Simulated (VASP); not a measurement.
# Ag (I4/mmm) in VASP: a series of runs

Runs on Ag. Level: PBEsol. Tasks: single point.

Program: VASP 6.6.1. These are calculated values, not measurements. Logs are shortened: lines on timing, memory, paths and dates and some standing lists are left out, and cuts for length are marked.

**1. The cell of the first run**

The structure is tetragonal, space group I4/mmm (No. 139). The conventional cell has a = 3.046 Å, b = 3.046 Å, c = 3.311 Å, α = 90.00°, β = 90.00°, γ = 90.00°. Within 3.6 Å of Ag (site symmetry 4/mmm) lie 14 Ag at 2.72 to 3.31 Å.

**2. Single point, PBEsol (strain -0.080 along x and y, +0.000 along z)**

INCAR reads:

```
SYSTEM = Ag
PREC = Accurate ; ENCUT = 520
EDIFF = 1E-6 ; ISMEAR = 0
SIGMA = 0.15 ; LREAL = .FALSE.
LASPH = .TRUE. ; NELM = 80
ALGO = Normal ; ISIF = 2
LWAVE = .FALSE. ; LCHARG = .TRUE.
GGA = PS ; LELF = .TRUE.
LVHAR = .TRUE. ; NBANDS = 12
```

KPOINTS reads:

```
Automatic mesh
0
G
  20 20 20
  0 0 0
```

POSCAR reads:

```
Ag
1.0
   -1.5232016800      1.5232016800      1.6556540000
    1.5232016800     -1.5232016800      1.6556540000
    1.5232016800      1.5232016800     -1.6556540000
Ag
1
Direct
    0.0000000000      0.0000000000      0.0000000000
```

Potentials or basis: VASP PAW PBE potentials, release 64 (Ag).

The run is started by

```
> cat potpaw_PBE.64/Ag/POTCAR > POTCAR
> mpirun -np 1 vasp_std > vasp.out
```

OUTCAR:

```text
SYSTEM = Ag
   PREC = Accurate
   ENCUT = 520
   EDIFF = 1E-6
   ISMEAR = 0
   LREAL = .FALSE.
   LASPH = .TRUE.
   NELM = 80
   ISIF = 2
   GGA = PS

 ion  position               nearest neighbor table
   1  0.000  0.000  0.000-

  LATTYP: Found a body centered tetragonal cell.
 ALAT       =     3.0464033600
 C/A-ratio  =     1.0869565217

  Lattice vectors:

 A1 = (  -1.5232016800,   1.5232016800,   1.6556540000)
 A2 = (   1.5232016800,  -1.5232016800,   1.6556540000)
 A3 = (   1.5232016800,   1.5232016800,  -1.6556540000)

Analysis of symmetry for initial positions (statically):
=====================================================================
 Subroutine PRICEL returns:
 Original cell was already a primitive cell.

 Routine SETGRP: Setting up the symmetry group for a
 body centered tetragonal supercell.

 Subroutine GETGRP returns: Found 16 space group operations
 (whereof 16 operations were pure point group operations)
 out of a pool of 16 trial point group operations.

The static configuration has the point symmetry D_4h.

Analysis of symmetry for dynamics (positions and initial velocities):
=====================================================================
 Subroutine PRICEL returns:
 Original cell was already a primitive cell.

 Routine SETGRP: Setting up the symmetry group for a
 body centered tetragonal supercell.

 Subroutine GETGRP returns: Found 16 space group operations
 (whereof 16 operations were pure point group operations)
 out of a pool of 16 trial point group operations.

The dynamic configuration has the point symmetry D_4h.

 Subroutine INISYM returns: Found 16 space group operations
 (whereof 16 operations are pure point group operations),
 and found     1 'primitive' translations

----------------------------------------------------------------------------------------

                                     Primitive cell

  volume of cell :      15.3654

  direct lattice vectors                    reciprocal lattice vectors
    -1.523201680  1.523201680  1.655654000     0.000000000  0.328255940  0.301995465
     1.523201680 -1.523201680  1.655654000     0.328255940  0.000000000  0.301995465
     1.523201680  1.523201680 -1.655654000     0.328255940  0.328255940  0.000000000

  length of vectors
     2.716887352  2.716887352  2.716887352     0.446041728  0.446041728  0.464224003

  position of ions in fractional coordinates (direct lattice)
     0.000000000  0.000000000  0.000000000

  ion indices of the primitive-cell ions
   primitive index   ion index
                 1           1

----------------------------------------------------------------------------------------

 KPOINTS: Automatic mesh

Automatic generation of k-mesh.
 Grid dimensions read from file:
 generate k-points for:   20   20   20

 Generating k-lattice:

  Cartesian coordinates                     Fractional coordinates (reciprocal lattice)
     0.000000000  0.016412797  0.015099773     0.050000000  0.000000000 -0.000000000
     0.016412797  0.000000000  0.015099773     0.000000000  0.050000000 -0.000000000
     0.016412797  0.016412797  0.000000000     0.000000000  0.000000000  0.050000000

  Length of vectors
     0.022302086  0.022302086  0.023211200

  Shift w.r.t. Gamma in fractional coordinates (k-lattice)
     0.000000000  0.000000000  0.000000000

 Subroutine IBZKPT returns following result:
 ===========================================

 Found    641 irreducible k-points:

 Following reciprocal coordinates:
            Coordinates               Weight
  0.000000  0.000000  0.000000      1.000000
  0.050000  0.000000  0.000000      8.000000
  0.100000  0.000000  0.000000      8.000000
  0.150000  0.000000  0.000000      8.000000
  0.200000  0.000000  0.000000      8.000000
  0.250000 -0.000000  0.000000      8.000000
[... 16 lines left out ...]
 -0.400000  0.050000  0.000000     16.000000
 -0.350000  0.050000  0.000000     16.000000
 [... further k-points ...]
   k-points           NKPTS =    641   k-points in BZ     NKDIM =    641   number of bands    NBANDS=     12
   number of dos      NEDOS =    301   number of ions     NIONS =      1
   total plane-waves  NPLWV =   8000
   dimension x,y,z NGX =    20 NGY =   20 NGZ =   20
   dimension x,y,z NGXF=    40 NGYF=   40 NGZF=   40
   ions per type =               1
   NGX,Y,Z   is equivalent  to a cutoff of  12.24, 12.24, 12.24 a.u.
   NGXF,Y,Z  is equivalent  to a cutoff of  24.48, 24.48, 24.48 a.u.
 SYSTEM =  Ag
   PREC   = accura    normal or accurate (medium, high low for compatibility)
   ISTART =      0    job   : 0-new  1-cont  2-samecut
   ICHARG =      2    charge: 1-file 2-atom 10-const
   ISPIN  =      1    spin polarized calculation?
   LNONCOLLINEAR =      F non collinear calculations
   LSORBIT =      F    spin-orbit coupling
   LASPH  =      T    aspherical Exc in radial PAW
   ENCUT  =  520.0 eV  38.22 Ry    6.18 a.u.   5.05  5.05  5.05*2*pi/ulx,y,z
   NELM   =     80;   NELMIN=  2; NELMDL= -5     # of ELM steps
   EDIFF  = 0.1E-05   stopping-criterion for ELM
   LREAL  =      F    real-space projection
   EDIFFG = 0.1E-04   stopping-criterion for IOM
   NSW    =      0    number of steps for IOM
   IBRION =     -1    ionic relax: 0-MD 1-quasi-New 2-CG
   NFREE  =      0    steps in history (QN), initial steepest desc. (CG)
   ISIF   =      2    stress and relaxation
   ISYM   =      2    0-nonsym 1-usesym 2-fastsym
   POTIM  = 0.5000    time-step for ionic-motion
   TEBEG  =    0.0;   TEEND  =   0.0 temperature during run
   PSTRESS=    0.0 pullay stress
   NELECT =      11.0000    total number of electrons
   NUPDOWN=      -1.0000    fix difference up-down
   EMIN   =  10.00;   EMAX   =-10.00  energy-range for DOS
   EFERMI =   0.00;   METHOD = LEGACY
   ISMEAR =     0;   SIGMA  =   0.15  broadening in eV -4-tet -1-fermi 0-gaus
   EFERMI_NEDOS =   21; number of points for ismear=-14 and -15
   IALGO  =     38    algorithm
   IMIX   =      4    mixing-type and parameters
     AMIX     =   0.40;   BMIX     =  1.00
     AMIX_MAG =   1.60;   BMIX_MAG =  1.00
  volume/ion in A,a.u.               =      15.37       103.69
  Fermi-wavevector in a.u.,A,eV,Ry     =   1.464505  2.767514 29.181443  2.144776
  Thomas-Fermi vector in A             =   2.580473
   LORBIT       =      0    0 simple, 1 ext, 2 COOP (PROOUT), +10 PAW based schemes
   GGA     = PS    functional components
   LHFCALC =     F    Hartree Fock is set to
   AEXX    =    0.0000 exact exchange contribution
   IVDW    =     0    specifies the selected vdW correction
   LEPSILON=     F    determine dielectric tensor
   LRPA    =     F    only Hartree local field effects (RPA)
 non-spin polarized calculation
 Gauss-broadening in eV      SIGMA  =   0.15
  energy-cutoff  :      520.00
  volume of cell :       15.37
 maximum number of plane-waves:       430
   NGX = 11   NGY = 11   NGZ = 11

 number of electron      11.0000001 magnetization

 Free energy of the ion-electron system (eV)
  ---------------------------------------------------
  ext. energy  EPLUGINS =         0.00000000
  ---------------------------------------------------
  free energy    TOTEN  =        -3.22588066 eV

  energy without entropy =       -3.22170703  energy(sigma->0) =       -3.22379384

 E-fermi :   9.8149     XC(G=0): -13.0444

 val. band max:        9.8137861056   @ k =  -0.1500   0.4500   0.1000
 cond. band min:       9.8194530471   @ k =   0.5000   0.2000   0.1000
 fundamental gap:      0.0056669415
 Fermi energy:         9.8148515964

 k-point     1 :       0.0000    0.0000    0.0000
  band No.  band energies     occupation
      1       1.1378      2.00000
      2       4.3382      2.00000
      3       4.3382      2.00000
      4       4.7690      2.00000
      5       5.7557      2.00000
      6       6.2347      2.00000
      7      27.1352      0.00000
      8      28.5544      0.00000
      9      28.5544      0.00000
     10      34.3077      0.00000
     11      35.4414      0.00000
     12      35.4686      0.00000

 k-point     2 :       0.0500    0.0000    0.0000
  band No.  band energies     occupation
      1       1.2261      2.00000
      2       4.3431      2.00000
      3       4.3561      2.00000
      4       4.7819      2.00000
      5       5.7401      2.00000
      6       6.2209      2.00000
      7      27.1193      0.00000
      8      28.4039      0.00000
      9      28.6342      0.00000
     10      33.3446      0.00000
     11      34.8188      0.00000
     12      36.2041      0.00000

 k-point     3 :       0.1000    0.0000    0.0000
  band No.  band energies     occupation
      1       1.4833      2.00000
      2       4.3583      2.00000
      3       4.3717      2.00000
      4       4.8590      2.00000
      5       5.6991      2.00000
      6       6.1875      2.00000
      7      26.8902      0.00000
      8      27.9548      0.00000
      9      28.8638      0.00000
     10      32.3712      0.00000
     11      33.6384      0.00000
     12      35.0348      0.00000
[... 286 lines left out ...]
 k-point    23 :      -0.4000    0.0500    0.0000
  band No.  band energies     occupation
      1       2.8236      2.00000
      2       3.8188      2.00000
      3       5.5915      2.00000
      4       6.1471      2.00000
      5       6.4974      2.00000
      6       7.5486      2.00000
      7      17.2492      0.00000
      8      24.4039      0.00000
      9      26.6898      0.00000
     10      31.3256      0.00000
     11      33.0318      0.00000
     12      34.2111      0.00000

 k-point    24 :      -0.3500    0.0500    0.0000
  band No.  band energies     occupation
      1       2.8887      2.00000
      2       3.9204      2.00000
      3       5.5404      2.00000
      4       5.7293      2.00000
      5       6.2696      2.00000
      6       6.7158      2.00000
      7      19.1592      0.00000
      8      24.9870      0.00000
      9      27.6460      0.00000
     10      30.9351      0.00000
     11      32.8445      0.00000
     12      33.8932      0.00000

 [... further k-points ...]

------------------------ aborting loop because EDIFF is reached ----------------------------------------

  FORCE on cell =-STRESS in cart. coord.  units (eV):
  Direction    XX          YY          ZZ          XY          YZ          ZX
  --------------------------------------------------------------------------------------
  -------------------------------------------------------------------------------------
  Total        1.1440301      1.1440301      1.3219682      0.0000000     -0.0000000      0.0000000
  in kB      119.2898876    119.2898876    137.8437821      0.0000000     -0.0000000      0.0000000
  external PRESSURE =     125.4745191 kB  Pullay stress =       0.0000000 kB

 VOLUME and BASIS-vectors are now :
 -----------------------------------------------------------------------------
  energy-cutoff  :      520.00
  volume of cell :       15.37
      direct lattice vectors                 reciprocal lattice vectors
    -1.523201680  1.523201680  1.655654000     0.000000000  0.328255940  0.301995465
     1.523201680 -1.523201680  1.655654000     0.328255940  0.000000000  0.301995465
     1.523201680  1.523201680 -1.655654000     0.328255940  0.328255940  0.000000000

 POSITION                                       TOTAL-FORCE (eV/Angst)
 -----------------------------------------------------------------------------------
      0.00000      0.00000      0.00000        -0.000000      0.000000      0.000000
 -----------------------------------------------------------------------------------
    total drift:                                0.000000     -0.000000      0.000000

  FREE ENERGIE OF THE ION-ELECTRON SYSTEM (eV)
  ---------------------------------------------------
  free  energy   TOTEN  =        -3.2258806602 eV

  energy  without entropy=       -3.2217070275  energy(sigma->0) =       -3.22379384
```

It took 49 s on 1 thread of AMD EPYC 9R45 (Zen 5), shared host; peak memory 0.19 GiB.

Results:

```yaml
Free_energy: -3.2259 eV
Pressure: 12.5 GPa
```

Levels at points of the mesh, in eV from the Fermi level:
```
           k point  band 4  band 5  band 6  band 7  band 8  band 9
(0.00, 0.00, 0.00)   -5.05   -4.06   -3.58   17.32   18.74   18.74
(0.50, 0.00, 0.00)   -3.53   -2.60   -0.60    4.51   14.06   16.11
(0.50, 0.50, 0.00)   -3.44   -2.49   -0.06    5.38   12.83   14.07
(0.50, 0.50, 0.50)   -2.79   -2.79    5.48    8.00    8.00   12.65
```

Caveat: the cell differs from its parent crystal (strain -0.080 along x and y, +0.000 along z); the PAW data sets were made with another functional, which shifts forces and pressure a little.

**3. Single point, PBEsol (strain -0.080 along x and y, +0.040 along z)**

INCAR reads:

```
PREC = Accurate
ENCUT = 520
EDIFF = 1E-6
ISMEAR = 0
SIGMA = 0.15
LREAL = False
LASPH = True
NELM = 60
ALGO = Normal
ISIF = 2
LWAVE = False
LCHARG = False
GGA = PS
NBANDS = 12
```

KPOINTS reads:

```
Automatic mesh
0
Gamma
  20 20 20
```

POSCAR reads:

```
Ag
1.0
   -1.5232016800      1.5232016800      1.7218801600
    1.5232016800     -1.5232016800      1.7218801600
    1.5232016800      1.5232016800     -1.7218801600
Ag
1
Direct
    0.0000000000      0.0000000000      0.0000000000
```

Potentials or basis: VASP PAW PBE potentials, release 64 (Ag).

The run is started by

```
> cat potpaw_PBE.64/Ag/POTCAR > POTCAR
> mpirun -np 1 vasp_std > vasp.out
```

OUTCAR:

```text
PREC = Accurate
   ENCUT = 520
   EDIFF = 1E-6
   ISMEAR = 0
   LREAL = False
   LASPH = True
   NELM = 60
   ISIF = 2
   GGA = PS

 ion  position               nearest neighbor table
   1  0.000  0.000  0.000-

  LATTYP: Found a body centered tetragonal cell.
 ALAT       =     3.0464033600
 C/A-ratio  =     1.1304347826

  Lattice vectors:

 A1 = (  -1.5232016800,   1.5232016800,   1.7218801600)
 A2 = (   1.5232016800,  -1.5232016800,   1.7218801600)
 A3 = (   1.5232016800,   1.5232016800,  -1.7218801600)

Analysis of symmetry for initial positions (statically):
=====================================================================
 Subroutine PRICEL returns:
 Original cell was already a primitive cell.

 Routine SETGRP: Setting up the symmetry group for a
 body centered tetragonal supercell.

 Subroutine GETGRP returns: Found 16 space group operations
 (whereof 16 operations were pure point group operations)
 out of a pool of 16 trial point group operations.

The static configuration has the point symmetry D_4h.

Analysis of symmetry for dynamics (positions and initial velocities):
[... 161 lines left out ...]
 cond. band min:       9.1798591346   @ k =   0.5000   0.2000   0.1000
 fundamental gap:      0.0190227972
 Fermi energy:         9.1719786937

 k-point     1 :       0.0000    0.0000    0.0000
  band No.  band energies     occupation
      1       0.8487      2.00000
      2       3.8975      2.00000
      3       3.8975      2.00000
      4       4.4675      2.00000
      5       5.1052      2.00000
      6       5.7241      2.00000
      7      26.1152      0.00000
      8      28.0263      0.00000
      9      28.0263      0.00000
     10      32.3180      0.00000
     11      34.3497      0.00000
     12      34.4135      0.00000
[... 331 lines left out ...]
 k-point    24 :      -0.3500    0.0500    0.0000
  band No.  band energies     occupation
      1       2.5460      2.00000
      2       3.6154      2.00000
      3       4.9707      2.00000
      4       5.2072      2.00000
      5       5.7589      2.00000
      6       6.1640      2.00000
      7      18.0994      0.00000
      8      24.4173      0.00000
      9      26.8774      0.00000
     10      30.0708      0.00000
     11      31.5147      0.00000
     12      32.6992      0.00000

 [... further k-points ...]
[... 5 lines left out ...]
  --------------------------------------------------------------------------------------
  -------------------------------------------------------------------------------------
  Total        0.5308595      0.5308595      0.7386641      0.0000000     -0.0000000      0.0000000
  in kB       53.2246033     53.2246033     74.0593405      0.0000000     -0.0000000      0.0000000
  external PRESSURE =      60.1695157 kB  Pullay stress =       0.0000000 kB

 VOLUME and BASIS-vectors are now :
 -----------------------------------------------------------------------------
  energy-cutoff  :      520.00
  volume of cell :       15.98
      direct lattice vectors                 reciprocal lattice vectors
    -1.523201680  1.523201680  1.721880160     0.000000000  0.328255940  0.290380255
     1.523201680 -1.523201680  1.721880160     0.328255940  0.000000000  0.290380255
     1.523201680  1.523201680 -1.721880160     0.328255940  0.328255940  0.000000000

 POSITION                                       TOTAL-FORCE (eV/Angst)
 -----------------------------------------------------------------------------------
      0.00000      0.00000      0.00000         0.000000      0.000000      0.000000
 -----------------------------------------------------------------------------------
    total drift:                                0.000000      0.000000      0.000000

  FREE ENERGIE OF THE ION-ELECTRON SYSTEM (eV)
  ---------------------------------------------------
  free  energy   TOTEN  =        -3.2668151060 eV

  energy  without entropy=       -3.2633935492  energy(sigma->0) =       -3.26510433
```

OSZICAR:

```text
N       E                     dE             d eps       ncg     rms          rms(c)
DAV:   1     0.518601800372E+02    0.51860E+02   -0.55290E+03 15528   0.834E+02
DAV:   2    -0.281108488412E+01   -0.54671E+02   -0.51939E+02 18072   0.197E+02
DAV:   3    -0.363645211206E+01   -0.82537E+00   -0.82487E+00 17864   0.254E+01
DAV:   4    -0.363883738970E+01   -0.23853E-02   -0.23852E-02 17588   0.144E+00
DAV:   5    -0.363885452067E+01   -0.17131E-04   -0.17130E-04 17784   0.108E-01    0.656E+00
DAV:   6    -0.328464784742E+01    0.35421E+00   -0.13585E+00 17364   0.105E+01    0.388E+00
DAV:   7    -0.327159419913E+01    0.13054E-01   -0.14450E-02 17444   0.111E+00    0.215E+00
DAV:   8    -0.326680553360E+01    0.47887E-02   -0.84944E-04 17652   0.208E-01    0.115E-01
DAV:   9    -0.326681323371E+01   -0.77001E-05   -0.97045E-06 16928   0.242E-02    0.184E-02
DAV:  10    -0.326681534706E+01   -0.21134E-05   -0.24390E-06 17892   0.121E-02    0.478E-03
DAV:  11    -0.326681510604E+01    0.24103E-06   -0.85379E-08  8492   0.246E-03
   1 F= -.32668151E+01 E0= -.32651043E+01  d E =-.342156E-02
```

stdout:

```text
POSCAR found type information on POSCAR Ag
 POSCAR found :  1 types and       1 ions
 scaLAPACK will be used
 -----------------------------------------------------------------------------
|                                                                             |
|                                                                             |
|     You enforced a specific xc type in the INCAR file but a different       |
|     I HOPE YOU KNOW WHAT YOU ARE DOING!                                     |
|                                                                             |
 -----------------------------------------------------------------------------

 LDA part: xc-table for (Slater+PW92), standard interpolation
 POSCAR, INCAR and KPOINTS ok, starting setup
 FFT: planning ... GRIDC
 FFT: planning ... GRID_SOFT
 FFT: planning ... GRID
 WAVECAR not read
 entering main loop
```

Wall time 71 s (1 thread of AMD EPYC 9R45 (Zen 5), shared host); peak memory 0.21 GiB.

What came out:

```
Free energy : -3.2668 eV
Pressure    : 6.0 GPa
```

Stress tensor (GPa, compression positive):
```
5.32 0.00 0.00
0.00 5.32 0.00
0.00 0.00 7.41
```

Caveat: the cell differs from its parent crystal (strain -0.080 along x and y, +0.040 along z); the PAW data sets were made with another functional, which shifts forces and pressure a little.

[end of part 1 of 2]
